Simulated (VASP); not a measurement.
# Si2W in VASP: a series of runs

Runs on Si2W. Level: r2SCAN. Tasks: single point.

All numbers are computed with VASP 6.6.1; they aren't measurements. Logs are shortened: lines on timing, memory, paths and dates and some standing lists are left out, and cuts for length are marked.

### Step 1. The cell of the first run

The cell holds a slab with vacuum, 9 atoms: a = 3.211 Å, b = 3.211 Å, c = 25.383 Å, α = 90.00°, β = 90.00°, γ = 90.00°.

### Step 2. Single point, r2SCAN

File POSCAR:

```
Si2W
1.0
    3.2112931008      0.0000000000      0.0000000000
    0.0000000000      3.2112931008      0.0000000000
    0.0000000000      0.0000000000     25.3828727967
Si W
6 3
Direct
    0.0000000000      0.0000000000      0.2984716681
    0.0000000000      0.0000000000      0.3975606569
    0.5000000000      0.5000000000      0.4486246746
    0.5000000000      0.5000000000      0.5513753332
    0.0000000000      0.0000000000      0.6024393285
    0.0000000000      0.0000000000      0.7015283385
    0.5000000000      0.5000000000      0.3474553465
    0.0000000000      0.0000000000      0.4999999944
    0.5000000000      0.5000000000      0.6525446593
```

File INCAR.step1:

```
ALGO = Normal ; DIPOL = 0.5 0.5 0.500
EDIFF = 1E-4 ; ENCUT = 520
GGA = PE ; IDIPOL = 3
ISMEAR = 0 ; LASPH = T
LCHARG = F ; LDIPOL = T
LREAL = F ; LWAVE = T
NBANDS = 43 ; NELM = 60
PREC = Accurate ; SIGMA = 0.1
```

File INCAR.step2:

```
ALGO = Normal ; DIPOL = 0.5 0.5 0.500
EDIFF = 1E-6 ; ENCUT = 520
IDIPOL = 3 ; ISIF = 2
ISMEAR = 0 ; ISTART = 1
LASPH = T ; LCHARG = T
LDIPOL = T ; LELF = T
LMIXTAU = T ; LREAL = F
LVACPOTAV = T ; LVHAR = T
LWAVE = F ; METAGGA = R2SCAN
NBANDS = 43 ; NELM = 60
PREC = Accurate ; SIGMA = 0.1
```

File KPOINTS:

```
k-points
0
Gamma
  11 11 1
```

Potentials or basis: VASP PAW PBE potentials, release 64 (Si, W_sv).

Started as:

```bash
$ cat potpaw_PBE.64/Si/POTCAR potpaw_PBE.64/W_sv/POTCAR > POTCAR
$ cp INCAR.step1 INCAR
$ mpirun -np 1 vasp_std > vasp.out
$ cp INCAR.step2 INCAR
$ mpirun -np 1 vasp_std > vasp.out
```

OUTCAR:

```text
EDIFF = 1E-6
   ENCUT = 520
   ISIF = 2
   ISMEAR = 0
   ISTART = 1
   LASPH = T
   LREAL = F
   METAGGA = R2SCAN
   NELM = 60
   PREC = Accurate

 ion  position               nearest neighbor table
   1  0.000  0.000  0.298-   2 2.52   7 2.59   7 2.59   7 2.59   7 2.59
   2  0.000  0.000  0.398-   1 2.52   8 2.60   7 2.60   7 2.60   7 2.60   7 2.60   3 2.61   3 2.61
                             3 2.61   3 2.61
   3  0.500  0.500  0.449-   7 2.57   4 2.61   2 2.61   2 2.61   2 2.61   2 2.61   8 2.62   8 2.62
                             8 2.62   8 2.62
   4  0.500  0.500  0.551-   9 2.57   3 2.61   5 2.61   5 2.61   5 2.61   5 2.61   8 2.62   8 2.62
                             8 2.62   8 2.62
   5  0.000  0.000  0.602-   6 2.52   8 2.60   9 2.60   9 2.60   9 2.60   9 2.60   4 2.61   4 2.61
                             4 2.61   4 2.61
   6  0.000  0.000  0.702-   5 2.52   9 2.59   9 2.59   9 2.59   9 2.59
   7  0.500  0.500  0.347-   3 2.57   1 2.59   1 2.59   1 2.59   1 2.59   2 2.60   2 2.60   2 2.60
                             2 2.60
   8  0.000  0.000  0.500-   5 2.60   2 2.60   3 2.62   3 2.62   3 2.62   3 2.62   4 2.62   4 2.62
                             4 2.62   4 2.62
   9  0.500  0.500  0.653-   4 2.57   6 2.59   6 2.59   6 2.59   6 2.59   5 2.60   5 2.60   5 2.60
                             5 2.60

  LATTYP: Found a simple tetragonal cell.
 ALAT       =     3.2112931008
 C/A-ratio  =     7.9042528975

  Lattice vectors:

 A1 = (   3.2112931008,   0.0000000000,   0.0000000000)
 A2 = (   0.0000000000,   3.2112931008,   0.0000000000)
 A3 = (   0.0000000000,   0.0000000000,  25.3828727967)

Analysis of symmetry for initial positions (statically):
=====================================================================
 Subroutine PRICEL returns:
 Original cell was already a primitive cell.

 Routine SETGRP: Setting up the symmetry group for a
 simple tetragonal supercell.

 Subroutine GETGRP returns: Found 16 space group operations
 (whereof 16 operations were pure point group operations)
 out of a pool of 16 trial point group operations.

The static configuration has the point symmetry D_4h.

Analysis of symmetry for dynamics (positions and initial velocities):
=====================================================================
 Subroutine PRICEL returns:
 Original cell was already a primitive cell.

 Routine SETGRP: Setting up the symmetry group for a
 simple tetragonal supercell.

 Subroutine GETGRP returns: Found 16 space group operations
 (whereof 16 operations were pure point group operations)
[... 124 lines left out ...]
   NUPDOWN=      -1.0000    fix difference up-down
   EMIN   =  10.00;   EMAX   =-10.00  energy-range for DOS
   EFERMI =   0.00;   METHOD = LEGACY
   ISMEAR =     0;   SIGMA  =   0.10  broadening in eV -4-tet -1-fermi 0-gaus
   EFERMI_NEDOS =   21; number of points for ismear=-14 and -15
   IALGO  =     38    algorithm
   IMIX   =      4    mixing-type and parameters
     AMIX     =   0.40;   BMIX     =  1.00
     AMIX_MAG =   1.60;   BMIX_MAG =  1.00
  volume/ion in A,a.u.               =      29.08       196.27
  Fermi-wavevector in a.u.,A,eV,Ry     =   1.034243  1.954436 14.553588  1.069659
  Thomas-Fermi vector in A             =   2.168529
   LORBIT       =      0    0 simple, 1 ext, 2 COOP (PROOUT), +10 PAW based schemes
   METAGGA = R2SCAN    functional components
   LHFCALC =     F    Hartree Fock is set to
   AEXX    =    0.0000 exact exchange contribution
   IVDW    =     0    specifies the selected vdW correction
   LEPSILON=     F    determine dielectric tensor
   LRPA    =     F    only Hartree local field effects (RPA)
 non-spin polarized calculation
 Gauss-broadening in eV      SIGMA  =   0.10
  energy-cutoff  :      520.00
  volume of cell :      261.76
 maximum number of plane-waves:      7111
 NGX is ok and might be reduce to    24
   NGX = 11   NGY = 11   NGZ = 95

 number of electron      65.9999995 magnetization

 dipolmoment           0.000000      0.000000     -0.000000 electrons x Angstroem

 Free energy of the ion-electron system (eV)
  ---------------------------------------------------
  ext. energy  EPLUGINS =         0.00000000
  ---------------------------------------------------
  free energy    TOTEN  =      -206.00289072 eV

  energy without entropy =     -205.99065516  energy(sigma->0) =     -205.99677294

 E-fermi :   3.0119     XC(G=0):  -6.9543

 val. band max:        2.9999569107   @ k =   0.4545   0.0909   0.0000
 cond. band min:       3.0844963663   @ k =   0.4545   0.0909   0.0000
 fundamental gap:      0.0845394556
 Fermi energy:         3.0118986240

 k-point     1 :       0.0000    0.0000    0.0000
  band No.  band energies     occupation
      1     -72.5860      2.00000
      2     -72.5859      2.00000
      3     -72.5022      2.00000
      4     -36.2233      2.00000
      5     -36.2225      2.00000
      6     -36.1876      2.00000
[... 955 lines left out ...]
     42       6.8779      0.00000
     43       7.3293      0.00000

------------------------ aborting loop because EDIFF is reached ----------------------------------------

  FORCE on cell =-STRESS in cart. coord.  units (eV):
  Direction    XX          YY          ZZ          XY          YZ          ZX
  --------------------------------------------------------------------------------------
  -------------------------------------------------------------------------------------
  Total       -0.4017937     -0.4017937      0.0669169      0.0000000      0.0000000      0.0000000
  in kB       -2.4593085     -2.4593085      0.4095866      0.0000000      0.0000000      0.0000000
  external PRESSURE =      -1.5030101 kB  Pullay stress =       0.0000000 kB

 VOLUME and BASIS-vectors are now :
 -----------------------------------------------------------------------------
  energy-cutoff  :      520.00
  volume of cell :      261.76
      direct lattice vectors                 reciprocal lattice vectors
     3.211293101  0.000000000  0.000000000     0.311401036  0.000000000  0.000000000
     0.000000000  3.211293101  0.000000000     0.000000000  0.311401036  0.000000000
     0.000000000  0.000000000 25.382872797     0.000000000  0.000000000  0.039396644

 POSITION                                       TOTAL-FORCE (eV/Angst)
 -----------------------------------------------------------------------------------
      0.00000      0.00000      7.57607         0.000000     -0.000000     -0.021411
      0.00000      0.00000     10.09123         0.000000     -0.000000     -0.001360
      1.60565      1.60565     11.38738         0.000000      0.000000     -0.020862
      1.60565      1.60565     13.99549        -0.000000      0.000000      0.020862
      0.00000      0.00000     15.29164         0.000000      0.000000      0.001360
      0.00000      0.00000     17.80680         0.000000     -0.000000      0.021411
      1.60565      1.60565      8.81941        -0.000000      0.000000      0.022274
      0.00000      0.00000     12.69144         0.000000     -0.000000      0.000000
      1.60565      1.60565     16.56346         0.000000      0.000000     -0.022274
 -----------------------------------------------------------------------------------
    total drift:                                0.000000     -0.000000     -0.000016

  FREE ENERGIE OF THE ION-ELECTRON SYSTEM (eV)
  ---------------------------------------------------
  free  energy   TOTEN  =      -206.0028907157 eV

  energy  without entropy=     -205.9906551587  energy(sigma->0) =     -205.99677294

 vacuum level on the upper side and lower side of the slab         7.600         7.600
```

OSZICAR.step1:

```text
N       E                     dE             d eps       ncg     rms          rms(c)
DAV:   1     0.556646493729E+03    0.55665E+03   -0.36164E+04  2182   0.138E+03
DAV:   2    -0.446746200008E+02   -0.60132E+03   -0.58303E+03  2117   0.367E+02
DAV:   3    -0.735097198941E+02   -0.28835E+02   -0.27812E+02  2321   0.767E+01
DAV:   4    -0.745682000602E+02   -0.10585E+01   -0.10480E+01  2516   0.141E+01
DAV:   5    -0.746000031458E+02   -0.31803E-01   -0.31739E-01  2620   0.247E+00    0.428E+01
DAV:   6    -0.718448665936E+02    0.27551E+01   -0.15886E+01  2208   0.193E+01    0.161E+01
DAV:   7    -0.739472265896E+02   -0.21024E+01   -0.17004E+01  2253   0.204E+01    0.833E+00
DAV:   8    -0.711133484419E+02    0.28339E+01   -0.14038E+01  2448   0.158E+01    0.339E+00
DAV:   9    -0.711988470369E+02   -0.85499E-01   -0.13540E+00  2196   0.348E+00    0.190E+00
DAV:  10    -0.711818857164E+02    0.16961E-01   -0.74550E-02  2270   0.114E+00    0.118E+00
DAV:  11    -0.711736023566E+02    0.82834E-02   -0.16076E-02  2305   0.560E-01    0.670E-01
DAV:  12    -0.711696648313E+02    0.39375E-02   -0.82449E-03  2257   0.362E-01    0.191E-01
DAV:  13    -0.711688931737E+02    0.77166E-03   -0.50609E-03  2180   0.298E-01    0.140E-01
DAV:  14    -0.711688614645E+02    0.31709E-04   -0.60221E-04  1934   0.109E-01
   1 F= -.71168861E+02 E0= -.71159102E+02  d E =-.195195E-01
```

Run time: 11 min. Hardware: 1 thread of AMD EPYC 9R45 (Zen 5), shared host; peak memory 0.45 GiB.

What came out:

- Free energy: -206.0029 eV
- Largest force: 0.022 eV/Å
- Band gap on the k mesh: zero (band 33 reaches 3.76 eV, above the bottom of band 34 at 2.84 eV)

Forces on the atoms (eV/Å):
```
Si   0.000  0.000 -0.021
Si   0.000  0.000 -0.001
Si   0.000  0.000 -0.021
Si   0.000  0.000  0.021
Si   0.000  0.000  0.001
Si   0.000  0.000  0.021
W    0.000  0.000  0.022
W    0.000  0.000  0.000
W    0.000  0.000 -0.022
```

Levels at points of the mesh, in eV from the Fermi level:
| k point | band 31 | band 32 | band 33 | band 34 | band 35 | band 36 |
| --- | --- | --- | --- | --- | --- | --- |
| (0.00, 0.00, 0.00) | 0.51 | 0.51 | 0.75 | 0.78 | 0.97 | 0.97 |

Caveat: the PAW data sets were made with another functional, which shifts forces and pressure a little; spin-orbit coupling is left out, which moves the levels of the heavy elements.

### Step 3. Single point, r2SCAN

File POSCAR:

```
Si2W
1.0
    3.2112931008      0.0000000000      0.0000000000
    0.0000000000      3.2112931008      0.0000000000
    0.0000000000      0.0000000000     25.3828727967
Si W
6 3
Direct
    0.0000000000      0.0000000000      0.2954748290
    0.0000000000      0.0000000000      0.3970494862
    0.5000000000      0.5000000000      0.4492126714
    0.5000000000      0.5000000000      0.5507873286
    0.0000000000      0.0000000000      0.6029505138
    0.0000000000      0.0000000000      0.7045251710
    0.5000000000      0.5000000000      0.3462621576
    0.0000000000      0.0000000000      0.5000000000
    0.5000000000      0.5000000000      0.6537378424
```

File INCAR.step1:

```
SYSTEM = Si2W
PREC = Accurate
ENCUT = 520
ISMEAR = 0
SIGMA = 0.1
LREAL = .False.
LASPH = .True.
NELM = 80
LDIPOL = .True.
IDIPOL = 3
DIPOL = 0.5 0.5 0.500
NBANDS = 43
GGA = PE
ALGO = Normal
EDIFF = 1E-4
LWAVE = .True.
LCHARG = .False.
```

File INCAR.step2:

```
SYSTEM = Si2W
PREC = Accurate
ENCUT = 520
EDIFF = 1E-6
ISMEAR = 0
SIGMA = 0.1
LREAL = .False.
LASPH = .True.
NELM = 80
ALGO = Normal
ISIF = 2
LWAVE = .False.
LCHARG = .False.
LDIPOL = .True.
IDIPOL = 3
DIPOL = 0.5 0.5 0.500
METAGGA = R2SCAN
LMIXTAU = .True.
NBANDS = 43
ISTART = 1
```

File KPOINTS:

```
regular mesh
0
Gamma
  11 11 1
  0 0 0
```

Potentials or basis: VASP PAW PBE potentials, release 64 (Si, W_sv).

Started as:

```bash
$ cat potpaw_PBE.64/Si/POTCAR potpaw_PBE.64/W_sv/POTCAR > POTCAR
$ cp INCAR.step1 INCAR
$ mpirun -np 1 vasp_std > vasp.out
$ cp INCAR.step2 INCAR
$ mpirun -np 1 vasp_std > vasp.out
```

It took 13 min on 1 thread of AMD EPYC 9R45 (Zen 5), shared host; peak memory 0.45 GiB.

It converged, with:

| Item | Value |
| --- | --- |
| Free energy | -205.9624 eV |
| Largest force | 0.446 eV/Å |
| Band gap on the k mesh | zero (band 33 reaches 3.81 eV, above the bottom of band 34 at 2.88 eV) |

Forces in eV/Å, atoms in the order of the input:
```
Si   0.000  0.000  0.405
Si   0.000  0.000 -0.310
Si   0.000  0.000 -0.446
Si   0.000  0.000  0.446
Si   0.000  0.000  0.310
Si   0.000  0.000 -0.405
W    0.000  0.000  0.218
W    0.000  0.000  0.000
W    0.000  0.000 -0.218
```

Levels at points of the mesh, in eV from the Fermi level:
```csv
k point,band 31,band 32,band 33,band 34,band 35,band 36
"(0.00, 0.00, 0.00)",0.55,0.55,0.81,0.89,0.91,0.96
```

Caveat: the PAW data sets were made with another functional, which shifts forces and pressure a little; spin-orbit coupling is left out, which moves the levels of the heavy elements.
